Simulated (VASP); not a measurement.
# TiH6 (P6/mmm) in VASP: further runs

Runs on TiH6. Level: PBE. Tasks: single point, relaxation of cell and atoms.

All numbers are computed with VASP 6.6.1; they aren't measurements. Logs are shortened: lines on timing, memory, paths and dates and some standing lists are left out, and cuts for length are marked.

## (1) The cell of the first run

It takes space group P6/mmm (No. 191, hexagonal). Conventional cell: a = 3.272 Å, b = 3.272 Å, c = 5.927 Å, α = 90.00°, β = 90.00°, γ = 120.00°. Within 2.2 Å of Ti (site symmetry 6/mmm) lie 6 H at 1.64 Å. H (site symmetry mmm) has 4 H at 1.64 Å and 2 Ti at 1.64 Å within 2.2 Å. H (site symmetry mmm) has 4 H at 1.64 Å within 2.2 Å.

The cell was built from a structure type or drawn by symmetry, and may not be a known phase.

## (2) Single point, PBE

The input, INCAR:

```
ALGO = Normal ; EDIFF = 1E-6
ENCUT = 500 ; GGA = PE
GGA_COMPAT = F ; ISIF = 2
ISMEAR = 0 ; LASPH = T
LCHARG = F ; LREAL = F
LWAVE = F ; NBANDS = 18
NELM = 120 ; PREC = Accurate
SIGMA = 0.1
```

The input, KPOINTS:

```
k-points
0
Gamma
  6 6 4
```

The input, POSCAR:

```
TiH6
1.0
    3.2721168600      0.0000000000      0.0000000000
   -1.6360584300      2.8337363200      0.0000000000
    0.0000000000      0.0000000000      5.9273259700
Ti H
1 6
Direct
    0.0000000000      0.0000000000      0.5000000000
    0.5000000000      0.0000000000      0.5000000000
    0.0000000000      0.5000000000      0.5000000000
    0.5000000000      0.5000000000      0.5000000000
    0.5000000000      0.0000000000      0.0000000000
    0.0000000000      0.5000000000      0.0000000000
    0.5000000000      0.5000000000      0.0000000000
```

Potentials or basis: VASP PAW PBE potentials, release 64 (Ti_sv, H).

Command:

```sh
$ cat potpaw_PBE.64/Ti_sv/POTCAR potpaw_PBE.64/H/POTCAR > POTCAR
$ mpirun -np 1 vasp_std > vasp.out
```

OUTCAR:

```text
EDIFF = 1E-6
   ENCUT = 500
   GGA = PE
   ISIF = 2
   ISMEAR = 0
   LASPH = T
   LREAL = F
   NELM = 120
   PREC = Accurate

 ion  position               nearest neighbor table
   1  0.000  0.000  0.500-   3 1.64   4 1.64   3 1.64   4 1.64   2 1.64   2 1.64
   2  0.500  0.000  0.500-   1 1.64   1 1.64
   3  0.000  0.500  0.500-   1 1.64   1 1.64
   4  0.500  0.500  0.500-   1 1.64   1 1.64
   5  0.500  0.000  0.000-
   6  0.000  0.500  0.000-
   7  0.500  0.500  0.000-

  LATTYP: Found a hexagonal cell.
 ALAT       =     3.2721168600
 C/A-ratio  =     1.8114652452

  Lattice vectors:

 A1 = (   3.2721168600,   0.0000000000,   0.0000000000)
 A2 = (  -1.6360584300,   2.8337363200,   0.0000000000)
 A3 = (   0.0000000000,   0.0000000000,   5.9273259700)

Analysis of symmetry for initial positions (statically):
=====================================================================
 Subroutine PRICEL returns:
 Original cell was already a primitive cell.

 Routine SETGRP: Setting up the symmetry group for a
 hexagonal supercell.

 Subroutine GETGRP returns: Found 24 space group operations
 (whereof 24 operations were pure point group operations)
 out of a pool of 24 trial point group operations.

The static configuration has the point symmetry D_6h.

Analysis of symmetry for dynamics (positions and initial velocities):
=====================================================================
 Subroutine PRICEL returns:
 Original cell was already a primitive cell.

 Routine SETGRP: Setting up the symmetry group for a
 hexagonal supercell.

 Subroutine GETGRP returns: Found 24 space group operations
 (whereof 24 operations were pure point group operations)
 out of a pool of 24 trial point group operations.

The dynamic configuration has the point symmetry D_6h.

 Subroutine INISYM returns: Found 24 space group operations
 (whereof 24 operations are pure point group operations),
 and found     1 'primitive' translations

----------------------------------------------------------------------------------------

                                     Primitive cell

  volume of cell :      54.9600

  direct lattice vectors                    reciprocal lattice vectors
     3.272116860  0.000000000  0.000000000     0.305612557  0.176445492  0.000000000
    -1.636058430  2.833736320  0.000000000     0.000000000  0.352890985  0.000000000
     0.000000000  0.000000000  5.927325970     0.000000000  0.000000000  0.168710141

  length of vectors
     3.272116860  3.272116856  5.927325970     0.352890984  0.352890985  0.168710141

  position of ions in fractional coordinates (direct lattice)
     0.000000000  0.000000000  0.500000000
     0.500000000  0.000000000  0.500000000
     1.000000000  0.500000000  0.500000000
     0.500000000  0.500000000  0.500000000
     0.500000000  0.000000000  0.000000000
     1.000000000  0.500000000  0.000000000
     0.500000000  0.500000000  0.000000000

  ion indices of the primitive-cell ions
   primitive index   ion index
                 1           1
                 2           2
                 3           3
                 4           4
                 5           5
                 6           6
                 7           7

----------------------------------------------------------------------------------------

 KPOINTS: k-points

Automatic generation of k-mesh.
 Grid dimensions read from file:
 generate k-points for:    6    6    4

 Generating k-lattice:

  Cartesian coordinates                     Fractional coordinates (reciprocal lattice)
     0.050935426  0.029407582  0.000000000     0.166666667 -0.000000000  0.000000000
     0.000000000  0.058815164  0.000000000     0.000000000  0.166666667  0.000000000
     0.000000000  0.000000000  0.042177535     0.000000000  0.000000000  0.250000000

  Length of vectors
     0.058815164  0.058815164  0.042177535

  Shift w.r.t. Gamma in fractional coordinates (k-lattice)
     0.000000000  0.000000000  0.000000000

 Subroutine IBZKPT returns following result:
 ===========================================

 Found     21 irreducible k-points:

 Following reciprocal coordinates:
            Coordinates               Weight
  0.000000  0.000000  0.000000      1.000000
  0.166667  0.000000  0.000000      6.000000
  0.333333  0.000000  0.000000      6.000000
  0.500000  0.000000  0.000000      3.000000
  0.166667  0.166667  0.000000      6.000000
  0.333333  0.166667  0.000000     12.000000
[... 13 lines left out ...]
  0.333333  0.166667  0.500000     12.000000
  0.333333  0.333333  0.500000      2.000000
   k-points           NKPTS =     21   k-points in BZ     NKDIM =     21   number of bands    NBANDS=     18
   number of dos      NEDOS =    301   number of ions     NIONS =      7
   total plane-waves  NPLWV =  27648
   dimension x,y,z NGX =    24 NGY =   24 NGZ =   48
   dimension x,y,z NGXF=    48 NGYF=   48 NGZF=   96
   ions per type =               1   6
   NGX,Y,Z   is equivalent  to a cutoff of  12.19, 12.19, 13.46 a.u.
   NGXF,Y,Z  is equivalent  to a cutoff of  24.39, 24.39, 26.93 a.u.
 SYSTEM =  unknown system
   PREC   = accura    normal or accurate (medium, high low for compatibility)
   ISTART =      0    job   : 0-new  1-cont  2-samecut
   ICHARG =      2    charge: 1-file 2-atom 10-const
   ISPIN  =      1    spin polarized calculation?
   LNONCOLLINEAR =      F non collinear calculations
   LSORBIT =      F    spin-orbit coupling
   LASPH  =      T    aspherical Exc in radial PAW
   ENCUT  =  500.0 eV  36.75 Ry    6.06 a.u.   5.97  5.97 10.81*2*pi/ulx,y,z
   NELM   =    120;   NELMIN=  2; NELMDL= -5     # of ELM steps
   EDIFF  = 0.1E-05   stopping-criterion for ELM
   LREAL  =      F    real-space projection
   EDIFFG = 0.1E-04   stopping-criterion for IOM
   NSW    =      0    number of steps for IOM
   IBRION =     -1    ionic relax: 0-MD 1-quasi-New 2-CG
   NFREE  =      0    steps in history (QN), initial steepest desc. (CG)
   ISIF   =      2    stress and relaxation
   ISYM   =      2    0-nonsym 1-usesym 2-fastsym
   POTIM  = 0.5000    time-step for ionic-motion
   TEBEG  =    0.0;   TEEND  =   0.0 temperature during run
   PSTRESS=    0.0 pullay stress
   NELECT =      18.0000    total number of electrons
   NUPDOWN=      -1.0000    fix difference up-down
   EMIN   =  10.00;   EMAX   =-10.00  energy-range for DOS
   EFERMI =   0.00;   METHOD = LEGACY
   ISMEAR =     0;   SIGMA  =   0.10  broadening in eV -4-tet -1-fermi 0-gaus
   EFERMI_NEDOS =   21; number of points for ismear=-14 and -15
   IALGO  =     38    algorithm
   IMIX   =      4    mixing-type and parameters
     AMIX     =   0.40;   BMIX     =  1.00
     AMIX_MAG =   1.60;   BMIX_MAG =  1.00
  volume/ion in A,a.u.               =       7.85        52.98
  Fermi-wavevector in a.u.,A,eV,Ry     =   1.128453  2.132466 17.325730  1.273405
  Thomas-Fermi vector in A             =   2.265143
   LORBIT       =      0    0 simple, 1 ext, 2 COOP (PROOUT), +10 PAW based schemes
   GGA     = PE    functional components
   LHFCALC =     F    Hartree Fock is set to
   AEXX    =    0.0000 exact exchange contribution
   IVDW    =     0    specifies the selected vdW correction
   LEPSILON=     F    determine dielectric tensor
   LRPA    =     F    only Hartree local field effects (RPA)
 non-spin polarized calculation
 Gauss-broadening in eV      SIGMA  =   0.10
  energy-cutoff  :      500.00
  volume of cell :       54.96
 maximum number of plane-waves:      1416
 NGX is ok and might be reduce to    24
   NGX = 11   NGY = 11   NGZ = 21

 number of electron      17.9999994 magnetization

 Free energy of the ion-electron system (eV)
  ---------------------------------------------------
  ext. energy  EPLUGINS =         0.00000000
  ---------------------------------------------------
  free energy    TOTEN  =       -21.07011164 eV

  energy without entropy =      -21.03514731  energy(sigma->0) =      -21.05262947

 E-fermi :   1.9644     XC(G=0):  -8.7889

 val. band max:        1.9636791056   @ k =   0.3333   0.1667   0.5000
 cond. band min:       1.9904310396   @ k =   0.3333   0.1667   0.0000
 fundamental gap:      0.0267519340
 Fermi energy:         1.9643877648

 k-point     1 :       0.0000    0.0000    0.0000
  band No.  band energies     occupation
      1     -54.8340      2.00000
      2     -31.3892      2.00000
      3     -30.9677      2.00000
      4     -30.9677      2.00000
      5      -8.4128      2.00000
      6      -6.0206      2.00000
[... 10 lines left out ...]
     17      12.9498      0.00000
     18      13.3703      0.00000

 k-point     2 :       0.1667    0.0000    0.0000
  band No.  band energies     occupation
      1     -54.8261      2.00000
      2     -31.3832      2.00000
      3     -31.0516      2.00000
      4     -30.9889      2.00000
      5      -7.7919      2.00000
      6      -5.5451      2.00000
[... 10 lines left out ...]
     17      12.4122      0.00000
     18      13.6666      0.00000

 k-point     3 :       0.3333    0.0000    0.0000
  band No.  band energies     occupation
      1     -54.8102      2.00000
      2     -31.3712      2.00000
      3     -31.2155      2.00000
      4     -31.0310      2.00000
      5      -6.1952      2.00000
      6      -4.2058      2.00000
[... 10 lines left out ...]
     17      11.5330      0.00000
     18      11.7150      0.00000

 k-point     4 :       0.5000    0.0000    0.0000
  band No.  band energies     occupation
      1     -54.8022      2.00000
      2     -31.3652      2.00000
      3     -31.2957      2.00000
      4     -31.0519      2.00000
      5      -4.6551      2.00000
      6      -4.0419      2.00000
[... 10 lines left out ...]
     17       9.4105      0.00000
     18      11.2829      0.00000

 k-point     5 :       0.1667    0.1667    0.0000
  band No.  band energies     occupation
      1     -54.8142      2.00000
      2     -31.3742      2.00000
      3     -31.1597      2.00000
      4     -31.0362      2.00000
      5      -6.6642      2.00000
      6      -4.6173      2.00000
[... 10 lines left out ...]
     17      12.7019      0.00000
     18      13.2746      0.00000

 k-point     6 :       0.3333    0.1667    0.0000
  band No.  band energies     occupation
      1     -54.8022      2.00000
      2     -31.3652      2.00000
      3     -31.2552      2.00000
      4     -31.0939      2.00000
      5      -4.8934      2.00000
      6      -3.4932      2.00000
[... 244 lines left out ...]
 k-point    18 :       0.5000    0.0000    0.5000
  band No.  band energies     occupation
      1     -54.8022      2.00000
      2     -31.3652      2.00000
      3     -31.2957      2.00000
      4     -31.0519      2.00000
      5      -4.6271      2.00000
      6      -3.7919      2.00000
[... 10 lines left out ...]
     17       9.4253      0.00000
     18      11.7068      0.00000

 k-point    19 :       0.1667    0.1667    0.5000
  band No.  band energies     occupation
      1     -54.8142      2.00000
      2     -31.3742      2.00000
      3     -31.1597      2.00000
      4     -31.0362      2.00000
      5      -6.5350      2.00000
      6      -4.8700      2.00000
[... 10 lines left out ...]
     17       9.0962      0.00000
     18      13.1062      0.00000

 k-point    20 :       0.3333    0.1667    0.5000
  band No.  band energies     occupation
      1     -54.8022      2.00000
      2     -31.3652      2.00000
      3     -31.2552      2.00000
      4     -31.0939      2.00000
      5      -4.7746      2.00000
      6      -3.3787      2.00000
[... 10 lines left out ...]
     17       9.6037      0.00000
     18      12.5991      0.00000

 k-point    21 :       0.3333    0.3333    0.5000
  band No.  band energies     occupation
      1     -54.7982      2.00000
      2     -31.3622      2.00000
      3     -31.2005      2.00000
      4     -31.2005      2.00000
      5      -3.6454      2.00000
      6      -3.6454      2.00000
[... 10 lines left out ...]
     17      11.0185      0.00000
     18      11.1108      0.00000

------------------------ aborting loop because EDIFF is reached ----------------------------------------

  FORCE on cell =-STRESS in cart. coord.  units (eV):
  Direction    XX          YY          ZZ          XY          YZ          ZX
  --------------------------------------------------------------------------------------
  -------------------------------------------------------------------------------------
  Total        4.8903516      4.8903516     -1.7778617      0.0000000      0.0000000     -0.0000000
  in kB      142.5619456    142.5619451    -51.8276483      0.0000000      0.0000000     -0.0000000
  external PRESSURE =      77.7654142 kB  Pullay stress =       0.0000000 kB

 VOLUME and BASIS-vectors are now :
 -----------------------------------------------------------------------------
  energy-cutoff  :      500.00
  volume of cell :       54.96
      direct lattice vectors                 reciprocal lattice vectors
     3.272116860  0.000000000  0.000000000     0.305612557  0.176445492  0.000000000
    -1.636058430  2.833736320  0.000000000     0.000000000  0.352890985  0.000000000
     0.000000000  0.000000000  5.927325970     0.000000000  0.000000000  0.168710141

 POSITION                                       TOTAL-FORCE (eV/Angst)
 -----------------------------------------------------------------------------------
      0.00000      0.00000      2.96366         0.000000      0.000000      0.000000
      1.63606      0.00000      2.96366        -0.000000      0.000000      0.000000
     -0.81803      1.41687      2.96366        -0.000000      0.000000      0.000000
      0.81803      1.41687      2.96366         0.000000      0.000000      0.000000
      1.63606      0.00000      0.00000        -0.000000      0.000000      0.000000
     -0.81803      1.41687      0.00000        -0.000000      0.000000      0.000000
      0.81803      1.41687      0.00000         0.000000      0.000000      0.000000
 -----------------------------------------------------------------------------------
    total drift:                               -0.000000     -0.000000      0.000000

  FREE ENERGIE OF THE ION-ELECTRON SYSTEM (eV)
  ---------------------------------------------------
  free  energy   TOTEN  =       -21.0701116388 eV

  energy  without entropy=      -21.0351473101  energy(sigma->0) =      -21.05262947
```

Wall time 17 s (1 thread of Intel Xeon Platinum 8488C (Sapphire Rapids), shared host); peak memory 0.17 GiB.

What came out:

```
Free energy            : -21.0701 eV
Pressure               : 7.8 GPa
Band gap on the k mesh : zero (bands 9 and 10 overlap by 0.73 eV)
```

Stress tensor (GPa, compression positive):
```
14.26  0.00  0.00
 0.00 14.26  0.00
 0.00  0.00 -5.18
```

Caveat: the k points lie up to 0.37 Å⁻¹ apart, too coarse for converged energies and pressures of a metal.

[end of part 1 of 3]
